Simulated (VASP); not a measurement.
# HC18O in VASP: notebook

The runs below take HC18O through single point, with PBE.

Everything below comes from runs of VASP 6.6.1. Logs are shortened: lines on timing, memory, paths and dates and some standing lists are left out, and cuts for length are marked.

## (1) The cell of the first run

The cell holds a slab with vacuum, 20 atoms: a = 7.398 Å, b = 7.398 Å, c = 11.000 Å, α = 90.00°, β = 90.00°, γ = 120.00°.

## (2) Single point, PBE, collinear spin, zero start

Input file INCAR:

```
PREC     = Accurate       # precision mode
ENCUT    = 520            # plane-wave cutoff, eV
EDIFF    = 1E-6           # SCF threshold, eV
ISMEAR   = 0              # smearing method
SIGMA    = 0.02           # smearing width, eV
LREAL    = Auto         
LASPH    = True           # aspherical terms in the spheres
NELM     = 150            # most SCF steps
ALGO     = Normal         # electronic algorithm
ISIF     = 2              # what is computed and relaxed
LWAVE    = False          # write WAVECAR
LCHARG   = True           # write CHGCAR
ISPIN    = 2              # spin polarisation
MAGMOM   = 0 0 0 0 0 0 0 0 0 0 0 0 0 0 0 0 0 0 0 0 # initial moments
LORBIT   = 11             # projections on sites
GGA      = PE             # functional
LELF     = True           # ELF
LVHAR    = True         
NBANDS   = 60             # bands
```

Input file KPOINTS:

```
Automatic mesh
0
Gamma
  2 2 1
```

Input file POSCAR:

```
HC18O
1.0
    7.3980000000      0.0000000000      0.0000000000
   -3.6990000000      6.4068560000      0.0000000000
    0.0000000000      0.0000000000     11.0000000000
C O H
18 1 1
Direct
   -0.0213291438     -0.0109913505      0.0843100000
    0.1986602029      0.1007970212      0.0923038182
   -0.0221895476      0.3218366388      0.0791627273
    0.1997906937      0.4326779000      0.0792316364
   -0.0217491574      0.6553270434      0.0838617273
    0.1985068010      0.7636616150      0.0911988182
    0.3097189919     -0.0127507158      0.1300523636
    0.5351892652      0.1006012934      0.0938284545
    0.3106998303      0.3207835481      0.0845310909
    0.5337339690      0.4336209523      0.0862908182
    0.3106103457      0.6554634598      0.0836103636
    0.5337394454      0.7660741868      0.0857148182
    0.6440095817     -0.0108624261      0.0849127273
    0.8667701992      0.0999056323      0.0797702727
    0.6438464047      0.3208720471      0.0854014545
    0.8664998802      0.4327002199      0.0797764545
    0.6445257296      0.6552001481      0.0852670000
    0.8660855710      0.7660119097      0.0857696364
    0.2960593173      0.9872759744      0.2669585455
    0.3493778194      0.8999410944      0.2989567273
```

Potentials or basis: VASP PAW PBE potentials, release 64 (C, O, H).

Command:

```
> cat potpaw_PBE.64/C/POTCAR potpaw_PBE.64/O/POTCAR potpaw_PBE.64/H/POTCAR > POTCAR
> mpirun -np 1 vasp_std > vasp.out
```

OUTCAR:

```text
PREC = Accurate
   ENCUT = 520
   EDIFF = 1E-6
   ISMEAR = 0
   LREAL = Auto
   LASPH = True
   NELM = 150
   ISIF = 2
   ISPIN = 2
   LORBIT = 11
   GGA = PE

 ion  position               nearest neighbor table
   1  0.979  0.989  0.084-   2 1.41  14 1.43  18 1.43
   2  0.199  0.101  0.092-   9 1.41   1 1.41   7 1.50
   3  0.978  0.322  0.079-  14 1.42   4 1.42  16 1.42
   4  0.200  0.433  0.079-   3 1.42  11 1.43   9 1.43
   5  0.978  0.655  0.084-   6 1.41  16 1.43  18 1.43
   6  0.199  0.764  0.091-   5 1.41  11 1.41   7 1.49
   7  0.310  0.987  0.130-   6 1.49   2 1.50   8 1.50  19 1.51
   8  0.535  0.101  0.094-  15 1.41  13 1.41   7 1.50
   9  0.311  0.321  0.085-   2 1.41   4 1.43  10 1.43
  10  0.534  0.434  0.086-  17 1.42  15 1.43   9 1.43
  11  0.311  0.655  0.084-   6 1.41   4 1.43  12 1.43
  12  0.534  0.766  0.086-  17 1.42  13 1.43  11 1.43
  13  0.644  0.989  0.085-   8 1.41  14 1.43  12 1.43
  14  0.867  0.100  0.080-   3 1.42   1 1.43  13 1.43
  15  0.644  0.321  0.085-   8 1.41  16 1.43  10 1.43
  16  0.866  0.433  0.080-   3 1.42   5 1.43  15 1.43
  17  0.645  0.655  0.085-  18 1.42  10 1.42  12 1.42
  18  0.866  0.766  0.086-  17 1.42   5 1.43   1 1.43
  19  0.296  0.987  0.267-  20 0.98   7 1.51
  20  0.349  0.900  0.299-  19 0.98

  LATTYP: Found a hexagonal cell.
 ALAT       =     7.3980000000
 C/A-ratio  =     1.4868883482

  Lattice vectors:

 A1 = (   7.3980000000,   0.0000000000,   0.0000000000)
 A2 = (  -3.6990000000,   6.4068560000,   0.0000000000)
 A3 = (   0.0000000000,   0.0000000000,  11.0000000000)

Analysis of symmetry for initial positions (statically):
=====================================================================
 Subroutine PRICEL returns:
 Original cell was already a primitive cell.

 Routine SETGRP: Setting up the symmetry group for a
 hexagonal supercell.

 Subroutine GETGRP returns: Found  1 space group operations
 (whereof  1 operations were pure point group operations)
 out of a pool of 24 trial point group operations.

The static configuration has the point symmetry C_1 .

Analysis of symmetry for dynamics (positions and initial velocities):
=====================================================================
 Subroutine PRICEL returns:
 Original cell was already a primitive cell.

 Routine SETGRP: Setting up the symmetry group for a
 hexagonal supercell.

 Subroutine GETGRP returns: Found  1 space group operations
 (whereof  1 operations were pure point group operations)
 out of a pool of 24 trial point group operations.

The dynamic configuration has the point symmetry C_1 .

Analysis of structural, dynamic, and magnetic symmetry:
=====================================================================
 Subroutine PRICEL returns:
 Original cell was already a primitive cell.

 Routine SETGRP: Setting up the symmetry group for a
 hexagonal supercell.

 Subroutine GETGRP returns: Found  1 space group operations
 (whereof  1 operations were pure point group operations)
 out of a pool of 24 trial point group operations.

The overall configuration has the point symmetry C_1 .

 Subroutine INISYM returns: Found  1 space group operations
 (whereof  1 operations are pure point group operations),
 and found     1 'primitive' translations

----------------------------------------------------------------------------------------

                                     Primitive cell

  volume of cell :     521.3771

  direct lattice vectors                    reciprocal lattice vectors
     7.398000000  0.000000000  0.000000000     0.135171668  0.078041398  0.000000000
    -3.699000000  6.406856000  0.000000000     0.000000000  0.156082796  0.000000000
     0.000000000  0.000000000 11.000000000     0.000000000  0.000000000  0.090909091

  length of vectors
     7.398000000  7.398000054 11.000000000     0.156082797  0.156082796  0.090909091

  position of ions in fractional coordinates (direct lattice)
[... 77 lines left out ...]
   number of dos      NEDOS =    301   number of ions     NIONS =     20
   total plane-waves  NPLWV = 263424
   dimension x,y,z NGX =    56 NGY =   56 NGZ =   84
   dimension x,y,z NGXF=   112 NGYF=  112 NGZF=  168
   ions per type =              18   1   1
   NGX,Y,Z   is equivalent  to a cutoff of  12.58, 12.58, 12.70 a.u.
   NGXF,Y,Z  is equivalent  to a cutoff of  25.17, 25.17, 25.39 a.u.
 SYSTEM =  unknown system
   PREC   = accura    normal or accurate (medium, high low for compatibility)
   ISTART =      0    job   : 0-new  1-cont  2-samecut
   ICHARG =      2    charge: 1-file 2-atom 10-const
   ISPIN  =      2    spin polarized calculation?
   LNONCOLLINEAR =      F non collinear calculations
   LSORBIT =      F    spin-orbit coupling
   LASPH  =      T    aspherical Exc in radial PAW
   ENCUT  =  520.0 eV  38.22 Ry    6.18 a.u.  13.76 13.76 20.45*2*pi/ulx,y,z
   NELM   =    150;   NELMIN=  2; NELMDL= -5     # of ELM steps
   EDIFF  = 0.1E-05   stopping-criterion for ELM
   LREAL  =      T    real-space projection
   EDIFFG = 0.1E-04   stopping-criterion for IOM
   NSW    =      0    number of steps for IOM
   IBRION =     -1    ionic relax: 0-MD 1-quasi-New 2-CG
   NFREE  =      0    steps in history (QN), initial steepest desc. (CG)
   ISIF   =      2    stress and relaxation
   ISYM   =      2    0-nonsym 1-usesym 2-fastsym
   POTIM  = 0.5000    time-step for ionic-motion
   TEBEG  =    0.0;   TEEND  =   0.0 temperature during run
   PSTRESS=    0.0 pullay stress
   NELECT =      79.0000    total number of electrons
   NUPDOWN=      -1.0000    fix difference up-down
   EMIN   =  10.00;   EMAX   =-10.00  energy-range for DOS
   EFERMI =   0.00;   METHOD = LEGACY
   ISMEAR =     0;   SIGMA  =   0.02  broadening in eV -4-tet -1-fermi 0-gaus
   EFERMI_NEDOS =   21; number of points for ismear=-14 and -15
   IALGO  =     38    algorithm
   IMIX   =      4    mixing-type and parameters
     AMIX     =   0.40;   BMIX     =  1.00
     AMIX_MAG =   1.60;   BMIX_MAG =  1.00
  volume/ion in A,a.u.               =      26.07       175.92
  Fermi-wavevector in a.u.,A,eV,Ry     =   0.872770  1.649296 10.363934  0.761728
  Thomas-Fermi vector in A             =   1.992066
   LORBIT       =     11    0 simple, 1 ext, 2 COOP (PROOUT), +10 PAW based schemes
   GGA     = PE    functional components
   LHFCALC =     F    Hartree Fock is set to
   AEXX    =    0.0000 exact exchange contribution
   IVDW    =     0    specifies the selected vdW correction
   LEPSILON=     F    determine dielectric tensor
   LRPA    =     F    only Hartree local field effects (RPA)
 spin polarized calculation
 Gauss-broadening in eV      SIGMA  =   0.02
  energy-cutoff  :      520.00
  volume of cell :      521.38
 maximum number of plane-waves:     14099
 NGX is ok and might be reduce to    56
   NGX = 27   NGY = 27   NGZ = 41

 number of electron      79.0000003 magnetization      -0.0000000

 number of electron      79.0000003 magnetization       0.0000000

 Free energy of the ion-electron system (eV)
  ---------------------------------------------------
  ext. energy  EPLUGINS =         0.00000000
  ---------------------------------------------------
  free energy    TOTEN  =      -174.42618256 eV

  energy without entropy =     -174.42618256  energy(sigma->0) =     -174.42618256

 E-fermi :  -1.8945     XC(G=0):  -4.2238

 val. band max:       -1.9846799292   @ k =   0.5000  -0.0000   0.0000
 cond. band min:      -1.5484201903   @ k =   0.0000   0.0000   0.0000
 fundamental gap:      0.4362597389
 Fermi energy:        -1.8945411040

 spin component 1

 k-point     1 :       0.0000    0.0000    0.0000
  band No.  band energies     occupation
      1     -22.5523      1.00000
      2     -20.8546      1.00000
      3     -18.5169      1.00000
      4     -18.5075      1.00000
      5     -18.4986      1.00000
      6     -18.4196      1.00000
[... 205 lines left out ...]
     50       4.3366      0.00000
     51       4.4781      0.00000
 Fermi energy:        -1.8945411040

 spin component 2

 k-point     1 :       0.0000    0.0000    0.0000
  band No.  band energies     occupation
      1     -22.5523      1.00000
      2     -20.8546      1.00000
      3     -18.5169      1.00000
      4     -18.5075      1.00000
      5     -18.4986      1.00000
      6     -18.4196      1.00000
[... 205 lines left out ...]
     50       4.3365      0.00000
     51       4.4781      0.00000
 [bands above 51 left out]

------------------------ aborting loop because EDIFF is reached ----------------------------------------

  FORCE on cell =-STRESS in cart. coord.  units (eV):
  Direction    XX          YY          ZZ          XY          YZ          ZX
  --------------------------------------------------------------------------------------
  -------------------------------------------------------------------------------------
  Total        0.2789186      0.3887297     -0.2446738      0.0307146      0.3048428      0.1212700
  in kB        0.8571090      1.1945555     -0.7518758      0.0943850      0.9367735      0.3726592
  external PRESSURE =       0.4332629 kB  Pullay stress =       0.0000000 kB

 VOLUME and BASIS-vectors are now :
 -----------------------------------------------------------------------------
  energy-cutoff  :      520.00
  volume of cell :      521.38
      direct lattice vectors                 reciprocal lattice vectors
     7.398000000  0.000000000  0.000000000     0.135171668  0.078041398  0.000000000
    -3.699000000  6.406856000  0.000000000     0.000000000  0.156082796  0.000000000
     0.000000000  0.000000000 11.000000000     0.000000000  0.000000000  0.090909091

 POSITION                                       TOTAL-FORCE (eV/Angst)
 -----------------------------------------------------------------------------------
      3.58186      6.33644      0.92741        -0.000516     -0.011099      0.000184
      1.09684      0.64579      1.01534         0.005509     -0.023234      0.021181
      6.04337      2.06196      0.87079        -0.000924     -0.011802     -0.012424
     -0.12242      2.77210      0.87155         0.004601     -0.013961     -0.012565
      4.81305      4.19859      0.92248        -0.005761     -0.001464     -0.002295
     -1.35623      4.89267      1.00319        -0.014807      0.008039      0.003369
[... 12 lines left out ...]
     -1.46169      6.32534      2.93654        -0.024099      0.183498     -0.021185
     -0.74419      5.76579      3.28852         0.073076     -0.024620     -0.028454
 -----------------------------------------------------------------------------------
    total drift:                               -0.004948     -0.006901      0.004794

  FREE ENERGIE OF THE ION-ELECTRON SYSTEM (eV)
  ---------------------------------------------------
  free  energy   TOTEN  =      -174.4261825590 eV

  energy  without entropy=     -174.4261825590  energy(sigma->0) =     -174.42618256

 total charge

# of ion       s       p       d       tot
------------------------------------------
    1        0.865   1.776   0.000   2.641
    2        0.861   1.772   0.000   2.633
    3        0.863   1.793   0.000   2.656
    4        0.865   1.773   0.000   2.638
    5        0.865   1.778   0.000   2.643
    6        0.862   1.773   0.000   2.635
[... 12 lines left out ...]
   19        1.577   3.524   0.000   5.101
   20        0.625   0.118   0.000   0.744
--------------------------------------------------
tot         17.692  35.581   0.000  53.273

 magnetization (x)

# of ion       s       p       d       tot
------------------------------------------
    1       -0.000  -0.000   0.000  -0.000
    2        0.000   0.000   0.000   0.000
    3       -0.000  -0.000   0.000  -0.000
    4       -0.000  -0.000   0.000  -0.000
    5       -0.000  -0.000   0.000  -0.000
    6        0.000   0.000   0.000   0.000
[... 12 lines left out ...]
   19        0.000   0.000   0.000   0.000
   20        0.000   0.000   0.000   0.000
--------------------------------------------------
tot          0.000   0.000   0.000   0.000
```

It took 6.3 min on 1 thread of Intel Xeon 6975P-C (Granite Rapids), shared host; peak memory 0.8 GiB.

Results:

```yaml
Free_energy: -174.4262 eV
Largest_force: 0.186 eV/Å
Net_moment: 0.00 μB per cell
Valence_electrons_inside_the_program's_atomic_spheres: C 2.64, 2.63, 2.66, 2.51, 2.65 (each value once); O 5.10; H 0.74
```

Forces in eV/Å, atoms in the order of the input:
```
C   -0.001 -0.011  0.000
C    0.006 -0.023  0.021
C   -0.001 -0.012 -0.012
C    0.005 -0.014 -0.013
C   -0.006 -0.001 -0.002
C   -0.015  0.008  0.003
C   -0.012 -0.002  0.003
C   -0.013 -0.015  0.018
C   -0.005 -0.006  0.009
C    0.001 -0.012  0.006
C   -0.003 -0.009 -0.003
C   -0.002 -0.013  0.005
C    0.000 -0.012  0.006
C    0.005 -0.019 -0.007
C   -0.005 -0.004  0.003
C   -0.005 -0.006 -0.008
C    0.000 -0.009  0.010
C    0.001  0.001  0.012
O   -0.024  0.183 -0.021
H    0.073 -0.025 -0.028
```

Levels at points of the mesh, in eV from the Fermi level:
Spin up:
```csv
k point,band 36,band 37,band 38,band 39,band 40,band 41,band 42,band 43,band 44,band 45
"(0.00, 0.00, 0.00)",-2.57,-2.08,-1.78,0.35,0.48,0.52,2.09,3.58,4.81,5.14
"(0.50, 0.00, 0.00)",-2.26,-2.15,-2.06,-1.66,-0.09,2.25,2.83,2.92,3.02,4.29
"(0.00, 0.50, 0.00)",-2.24,-2.16,-2.06,-1.66,-0.09,2.24,2.83,2.91,3.04,4.29
"(0.50, 0.50, 0.00)",-2.20,-2.19,-1.97,-1.73,-0.10,2.23,2.82,2.91,3.07,4.22
```
Spin down:
```csv
k point,band 38,band 39,band 40,band 41,band 42,band 43
"(0.00, 0.00, 0.00)",-1.78,0.35,0.48,0.52,2.09,3.58
"(0.50, 0.00, 0.00)",-2.06,-1.66,-0.09,2.25,2.83,2.92
"(0.00, 0.50, 0.00)",-2.06,-1.66,-0.09,2.24,2.83,2.91
"(0.50, 0.50, 0.00)",-1.97,-1.73,-0.10,2.23,2.82,2.91
```

Caveat: the k points lie up to 0.49 Å⁻¹ apart.

## (3) Single point, PBE, collinear spin, zero start

Input file INCAR:

```
ALGO = Normal
EDIFF = 1E-7
ENCUT = 520
GGA = PE
ISIF = 2
ISMEAR = 0
ISPIN = 2
LASPH = T
LCHARG = F
LORBIT = 11
LREAL = Auto
LWAVE = F
MAGMOM = 0 0 0 0 0 0 0 0 0 0 0 0 0 0 0 0 0 0 0 0
NBANDS = 60
NELM = 150
PREC = Accurate
SIGMA = 0.02
```

Input file KPOINTS:

```
k-points
0
Gamma
  2 2 1
```

Input file POSCAR:

```
HC18O
1.0
    7.3980000000      0.0000000000      0.0000000000
   -3.6990000000      6.4068560000      0.0000000000
    0.0000000000      0.0000000000     11.0000000000
C O H
18 1 1
Direct
   -0.0213602594     -0.0106123815      0.0830646364
    0.1989035877      0.1015498085      0.0898934545
   -0.0215939203      0.3224509806      0.0793660909
    0.2004067933      0.4337673580      0.0791639091
   -0.0206892300      0.6561268117      0.0843978182
    0.1993700744      0.7646160613      0.0926931818
    0.3094356782     -0.0105279407      0.1298870909
    0.5354643018      0.1009629372      0.0947295455
    0.3112476659      0.3218386678      0.0829377273
    0.5343709403      0.4341149544      0.0855180909
    0.3113720428      0.6565864755      0.0847674545
    0.5343890141      0.7665695936      0.0863326364
    0.6442330685     -0.0105781994      0.0858628182
    0.8669308403      0.1002707100      0.0797478182
    0.6445906772      0.3213122006      0.0853131818
    0.8673796741      0.4332989535      0.0801247273
    0.6452005738      0.6557893606      0.0850399091
    0.8667609251      0.7665461812      0.0854010909
    0.2889898400      0.9773995233      0.2674008182
    0.3471542775      1.1188865490      0.2992672727
```

Potentials or basis: VASP PAW PBE potentials, release 64 (C, O, H).

Command:

```
> cat potpaw_PBE.64/C/POTCAR potpaw_PBE.64/O/POTCAR potpaw_PBE.64/H/POTCAR > POTCAR
> mpirun -np 1 vasp_std > vasp.out
```

It took 6.1 min on 1 thread of Intel Xeon 6975P-C (Granite Rapids), shared host; peak memory 0.81 GiB.

Results (log left out):

* Free energy: -174.4107 eV
* Largest force: 0.341 eV/Å
* Net moment: 0.00 μB per cell
* Valence electrons inside the program's atomic spheres: C 2.64, 2.66, 2.63, 2.51, 2.65 (each value once); O 5.10; H 0.74

Forces on the atoms (eV/Å):
```
C   -0.013  0.016 -0.011
C   -0.004 -0.009 -0.011
C   -0.018  0.008 -0.018
C   -0.008  0.009 -0.017
C   -0.011  0.014  0.002
C   -0.033  0.008  0.037
C   -0.018 -0.013  0.081
C   -0.037  0.013  0.046
C   -0.024 -0.001 -0.015
C   -0.017  0.017  0.013
C   -0.012  0.001  0.014
C   -0.028  0.009  0.018
C   -0.013 -0.001  0.016
C   -0.013 -0.008 -0.013
C   -0.021  0.002  0.007
C   -0.020  0.011 -0.012
C   -0.016  0.006  0.015
C   -0.021  0.012  0.016
O    0.296 -0.146 -0.085
H    0.030  0.052 -0.082
```

Levels at points of the mesh, in eV from the Fermi level:
Spin up:
```csv
k point,band 36,band 37,band 38,band 39,band 40,band 41,band 42,band 43,band 44,band 45
"(0.00, 0.00, 0.00)",-2.58,-2.09,-1.76,0.34,0.46,0.51,2.07,3.57,4.80,5.13
"(0.50, 0.00, 0.00)",-2.28,-2.16,-2.06,-1.66,-0.10,2.24,2.82,2.90,3.01,4.28
"(0.00, 0.50, 0.00)",-2.21,-2.20,-1.98,-1.72,-0.11,2.22,2.81,2.90,3.05,4.21
"(0.50, 0.50, 0.00)",-2.25,-2.17,-2.08,-1.64,-0.11,2.23,2.82,2.90,3.02,4.29
```
Spin down:
```tsv
k point	band 37	band 38	band 39	band 40	band 41	band 42	band 43	band 44
(0.00, 0.00, 0.00)	-2.09	-1.76	0.34	0.46	0.51	2.07	3.57	4.80
(0.50, 0.00, 0.00)	-2.16	-2.06	-1.66	-0.10	2.24	2.82	2.90	3.01
(0.00, 0.50, 0.00)	-2.20	-1.98	-1.72	-0.11	2.22	2.81	2.90	3.05
(0.50, 0.50, 0.00)	-2.17	-2.08	-1.64	-0.11	2.23	2.82	2.90	3.02
```

Caveat: the k points lie up to 0.49 Å⁻¹ apart.
